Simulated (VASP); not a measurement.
# HfB2 (P6/mmm) in VASP: further runs, part 2 of 2

VASP 6.6.1.

### 3 Relaxation of cell and atoms, PBEsol, target pressure 1 GPa, at which the enthalpy is minimised

File INCAR:

```
SYSTEM = HfB2
PREC = Accurate
ENCUT = 600
EDIFF = 1E-6
ISMEAR = -1
SIGMA = 0.08
LREAL = .False.
LASPH = .True.
NELM = 100
ALGO = Normal
ISIF = 3
LWAVE = .False.
LCHARG = .False.
GGA = PS
IBRION = 2
NSW = 100
EDIFFG = -0.002
PSTRESS = 10.0
```

File KPOINTS:

```
regular mesh
0
Gamma
  16 16 12
  0 0 0
```

File POSCAR:

```
HfB2
1.0
    3.1278077826      0.0000000000      0.0000000000
   -1.5639038913      2.7087609979      0.0000000000
    0.0000000000      0.0000000000      3.4462501325
Hf B
1 2
Direct
    0.0000000000      0.0000000000      0.0000000000
    0.3333333333      0.6666666667      0.5000000000
    0.6666666667      0.3333333333      0.5000000000
```

Potentials or basis: VASP PAW PBE potentials, release 64 (Hf_pv, B).

The run is started by

```
$ cat potpaw_PBE.64/Hf_pv/POTCAR potpaw_PBE.64/B/POTCAR > POTCAR
$ mpirun -np 1 vasp_std > vasp.out
```

OUTCAR:

```text
SYSTEM = HfB2
   PREC = Accurate
   ENCUT = 600
   EDIFF = 1E-6
   ISMEAR = -1
   LREAL = .False.
   LASPH = .True.
   NELM = 100
   ISIF = 3
   GGA = PS
   IBRION = 2
   NSW = 100
   EDIFFG = -0.002
   PSTRESS = 10.0

 ion  position               nearest neighbor table
   1  0.000  0.000  0.000-   2 2.50   3 2.50   2 2.50   3 2.50   3 2.50   3 2.50   2 2.50   2 2.50
                             3 2.50   3 2.50   2 2.50   2 2.50
   2  0.333  0.667  0.500-   3 1.81   3 1.81   3 1.81   1 2.50   1 2.50   1 2.50   1 2.50   1 2.50
                             1 2.50
   3  0.667  0.333  0.500-   2 1.81   2 1.81   2 1.81   1 2.50   1 2.50   1 2.50   1 2.50   1 2.50
                             1 2.50

  LATTYP: Found a hexagonal cell.
 ALAT       =     3.1278077826
 C/A-ratio  =     1.1018100766

  Lattice vectors:

 A1 = (   3.1278077826,   0.0000000000,   0.0000000000)
 A2 = (  -1.5639038913,   2.7087609979,   0.0000000000)
[... 389 lines left out ...]
 cond. band min:       7.7506452688   @ k =   0.0625   0.0625   0.5000
 fundamental gap:      0.0599627790
 Fermi energy:         7.7491002102

 k-point     1 :       0.0000    0.0000    0.0000
  band No.  band energies     occupation
      1     -22.7780      2.00000
      2     -22.2520      2.00000
      3     -22.2520      2.00000
      4      -6.1223      2.00000
      5       4.6500      2.00000
      6       4.7494      2.00000
      7       4.7494      2.00000
      8       5.0248      2.00000
      9      11.8192      0.00000
     10      11.8192      0.00000
     11      12.5486      0.00000
     12      12.5486      0.00000
[... 331 lines left out ...]
 k-point    24 :       0.2500    0.1875    0.0000
  band No.  band energies     occupation
      1     -22.8892      2.00000
      2     -22.6506      2.00000
      3     -22.5208      2.00000
      4      -3.3516      2.00000
      5       0.8171      2.00000
      6       2.3728      2.00000
      7       3.9730      2.00000
      8       7.2252      1.99714
      9       7.8753      0.34227
     10       9.1353      0.00000
     11      13.9037      0.00000
     12      14.6495      0.00000

 [... further k-points ...]
[... 5 lines left out ...]
  --------------------------------------------------------------------------------------
  -------------------------------------------------------------------------------------
  Total        0.1824317      0.1824317      0.1832322      0.0000000      0.0000000      0.0000000
  in kB       10.0504360     10.0504360     10.0945364      0.0000000      0.0000000      0.0000000
  external PRESSURE =       0.0651361 kB  Pullay stress =      10.0000000 kB
[... 22 lines left out ...]
  energy  without entropy=      -27.8650194745  energy(sigma->0) =      -27.86765831

  enthalpy is  TOTEN    =       -27.6887808976 eV   P V=        0.1815162477

 reached required accuracy - stopping structural energy minimisation
```

OSZICAR:

```text
N       E                     dE             d eps       ncg     rms          rms(c)
DAV:   1     0.316100523885E+02    0.31610E+02   -0.91054E+03  5040   0.142E+03
DAV:   2    -0.281964531116E+02   -0.59807E+02   -0.56029E+02  6240   0.257E+02
[... 79 lines left out ...]
DAV:   1    -0.278702845860E+02   -0.25207E-04   -0.21791E-05  5156   0.460E-02    0.110E-02
DAV:   2    -0.278702840270E+02    0.55900E-06   -0.84140E-07  3008   0.938E-03
  13 F= -.27688781E+02 E0= -.27686143E+02  d E =-.726493E-06
       N       E                     dE             d eps       ncg     rms          rms(c)
DAV:   1    -0.278702973907E+02   -0.12805E-04   -0.36551E-06  5048   0.198E-02    0.114E-02
DAV:   2    -0.278702971453E+02    0.24538E-06   -0.20656E-07  2544   0.455E-03
  14 F= -.27688781E+02 E0= -.27686142E+02  d E =-.524605E-06
```

CONTCAR:

```text
HfB2
   1.00000000000000
     3.1230084420838438    0.0000000000000000   -0.0000000000000000
    -1.5615042210419219    2.7046046470916618    0.0000000000000000
    -0.0000000000000000   -0.0000000000000000    3.4430960611767882
  Hf              B
     1     2
Direct
     0.0000000000000000    0.0000000000000000    0.0000000000000000
     0.3333333332999970    0.6666666667000030    0.5000000000000000
     0.6666666667000030    0.3333333332999970    0.5000000000000000

  0.00000000E+00  0.00000000E+00  0.00000000E+00
  0.00000000E+00  0.00000000E+00  0.00000000E+00
  0.00000000E+00  0.00000000E+00  0.00000000E+00
```

It took 9.2 min on 1 thread of Intel Xeon 8259CL, shared host; peak memory 0.25 GiB.

Results:

- Free energy: -27.8703 eV
- Relaxed volume: 9.69 Å³/atom
- Relaxed cell: a = 3.123 Å, b = 3.123 Å, c = 3.443 Å, α = 90.00°, β = 90.00°, γ = 120.00°
- Space group after relaxing (to 0.1 Å): P6/mmm (No. 191)
- Energy change on relaxing (the run minimises the enthalpy): +0.1 meV/atom
- Ionic steps: 14
- Pressure after relaxing: 1.0 GPa
- Band gap on the k mesh: zero (bands 8 and 9 overlap by 1.19 eV)

Step by step:
```
step  energy change (eV)  largest force (eV/Å)  pressure (GPa)  volume (Å³)
   1              0.0000                0.0000           -0.09        29.20
   2              0.0021                0.0000            2.54        28.92
   3              0.0003                0.0000            1.01        29.08
   4              0.0003                0.0000            1.01        29.08
   5              0.0001                0.0000            0.45        29.14
   6              0.0003                0.0000            0.97        29.08
   7              0.0003                0.0000            0.97        29.08
   8              0.0003                0.0000            0.96        29.09
   9              0.0003                0.0000            0.96        29.08
  10              0.0003                0.0000            0.97        29.08
  11              0.0003                0.0000            0.97        29.08
  12              0.0003                0.0000            1.03        29.08
  13              0.0003                0.0000            1.04        29.08
  14              0.0003                0.0000            1.01        29.08
```

Final structure:
```
CELL_PARAMETERS angstrom
3.12301 0.00000 0.00000
-1.56150 2.70460 0.00000
0.00000 0.00000 3.44310
ATOMIC_POSITIONS crystal
Hf 0.00000 0.00000 0.00000
B 0.33333 0.66667 0.50000
B 0.66667 0.33333 0.50000
```

Caveat: the cell is relaxed towards a set pressure, so the run minimises the enthalpy, not the energy; the PAW data sets were made with another functional, which shifts forces and pressure a little; spin-orbit coupling is left out, which moves the levels of the heavy elements.

### 4 Relaxation of cell and atoms, PBEsol, target pressure 2 GPa, at which the enthalpy is minimised

File INCAR:

```
ALGO     = Normal         # electronic algorithm
EDIFF    = 1E-7           # SCF threshold, eV
EDIFFG   = -0.002         # ionic threshold
ENCUT    = 600            # plane-wave cutoff, eV
GGA      = PS             # functional
IBRION   = 2              # ionic algorithm
ISIF     = 3              # what is computed and relaxed
ISMEAR   = -1             # smearing method
LASPH    = T              # aspherical terms in the spheres
LCHARG   = F              # write CHGCAR
LREAL    = F              # projectors in reciprocal space
LWAVE    = F              # write WAVECAR
NELM     = 80             # most SCF steps
NSW      = 100            # ionic steps
PREC     = Accurate       # precision mode
PSTRESS  = 20.0         
SIGMA    = 0.08           # smearing width, eV
```

File KPOINTS:

```
k-points
0
Gamma
  16 16 12
```

POSCAR is that of step 3.

The run is started by

```
$ cat potpaw_PBE.64/Hf_pv/POTCAR potpaw_PBE.64/B/POTCAR > POTCAR
$ mpirun -np 1 vasp_std > vasp.out
```

Run time: 6.4 min. Hardware: 1 thread of Intel Xeon 8259CL, shared host; peak memory 0.25 GiB.

It converged, with:

| Item | Value |
| --- | --- |
| Free energy | -27.8693 eV |
| Relaxed volume | 9.66 Å³/atom |
| Relaxed cell | a = 3.119 Å, b = 3.119 Å, c = 3.438 Å, α = 90.00°, β = 90.00°, γ = 120.00° |
| Space group after relaxing (to 0.1 Å) | P6/mmm (No. 191) |
| Energy change on relaxing (the run minimises the enthalpy) | +0.4 meV/atom |
| Ionic steps | 3 |
| Pressure after relaxing | 2.0 GPa |
| Band gap on the k mesh | zero (bands 8 and 9 overlap by 1.20 eV) |

The path:
```csv
step,energy change (eV),largest force (eV/Å),pressure (GPa),volume (Å³)
1,0.0000,0.0000,-0.10,29.20
2,0.0081,0.0000,5.02,28.66
3,0.0013,0.0000,2.00,28.97
```

Final structure:
```xyz
3
Lattice="3.1193 0.0000 0.0000 -1.5597 2.7014 0.0000 0.0000 0.0000 3.4383" Properties=species:S:1:pos:R:3 pbc="T T T"
Hf   -1.5597    2.7014    0.0000
B     0.0000    1.8009    1.7192
B     1.5597    0.9005    1.7192
```

Levels at points of the mesh, in eV from the Fermi level:
| k point | band 4 | band 5 | band 6 | band 7 | band 8 | band 9 | band 10 | band 11 | band 12 |
| --- | --- | --- | --- | --- | --- | --- | --- | --- | --- |
| (0.00, 0.00, 0.00) | -13.89 | -3.11 | -3.01 | -3.01 | -2.72 | 4.09 | 4.09 | 4.82 | 4.82 |
| (0.50, 0.00, 0.00) | -9.93 | -9.04 | -4.21 | -3.48 | -3.00 | 2.19 | 2.75 | 5.76 | 5.82 |
| (0.00, 0.00, 0.50) | -11.32 | -8.50 | -1.22 | -1.22 | 0.21 | 0.21 | 0.97 | 0.97 | 2.35 |
| (0.50, 0.00, 0.50) | -10.46 | -7.52 | -5.11 | -4.84 | -2.63 | 4.12 | 4.32 | 6.40 | 7.51 |

Caveat: the cell is relaxed towards a set pressure, so the run minimises the enthalpy, not the energy; the PAW data sets were made with another functional, which shifts forces and pressure a little; spin-orbit coupling is left out, which moves the levels of the heavy elements.

### 5 The runs side by side

| task | cell | cutoff (eV) | gap on the mesh (eV) | pressure (GPa) |
| --- | --- | --- | --- | --- |
| single point | a = 3.128, b = 3.128, c = 3.446 Å, angles 90.0, 90.0, 120.0°, 3 atoms | 520 | none | -0.1 |
| relaxation of cell and atoms | relaxed to 1 GPa from a = 3.128, b = 3.128, c = 3.446 Å, angles 90.0, 90.0, 120.0°, 3 atoms | 600 | none | 1.0 |
| relaxation of cell and atoms | relaxed to 2 GPa from a = 3.128, b = 3.128, c = 3.446 Å, angles 90.0, 90.0, 120.0°, 3 atoms | 600 | none | 2.0 |

Alike in all rows: level PBEsol; potentials or basis VASP PAW PBE potentials, release 64 (Hf_pv, B); no spin polarisation; k mesh 16 × 16 × 12; smearing fermi-dirac 0.08 eV.

Caveats: the PAW data sets were made with another functional, which shifts forces and pressure a little; spin-orbit coupling is left out, which moves the levels of the heavy elements; the cell is relaxed towards a set pressure, so the run minimises the enthalpy, not the energy (at least some runs).

Absolute energies hang on the potentials; compare differences alone.

The gap in the log of VASP goes by the Fermi energy; the results here count the filled bands.